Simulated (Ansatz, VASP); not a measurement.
# Au: VASP beside Ansatz

```
Au
1.0
     0.00000    2.07491    2.07491
     2.07491    0.00000    2.07491
     2.07491    2.07491    0.00000
Au
1
Direct
  0.00000 0.00000 0.00000
```

Alike in both runs: task single point; functional LDA; k mesh 11 × 11 × 11; occupations fermi-dirac, width 0.05 eV; non-collinear spin, spin-orbit coupling.

```csv
,VASP,Ansatz
version,VASP 6.6.1,Ansatz 0.2.0
potentials or method,"VASP PAW LDA potentials, release 64 (Au)",Ansatz PAW
plane-wave cutoff (eV),520,420
valence electrons in the cell,11,19
```

VASP gave:

* pressure (GPa): -12.4
* net moment per atom (μB): 0.00

Problem. Estimate Ansatz's values.

Solution. Pressure (GPa): -13.1; net moment per atom (μB): 0.00.

LDA's correlation is that of Perdew and Zunger in VASP and of Perdew and Wang (1992) in Ansatz. VASP's potentials hold 11 valence electrons a cell and Ansatz's 19, so a difference there can come from the potentials and not from the codes.
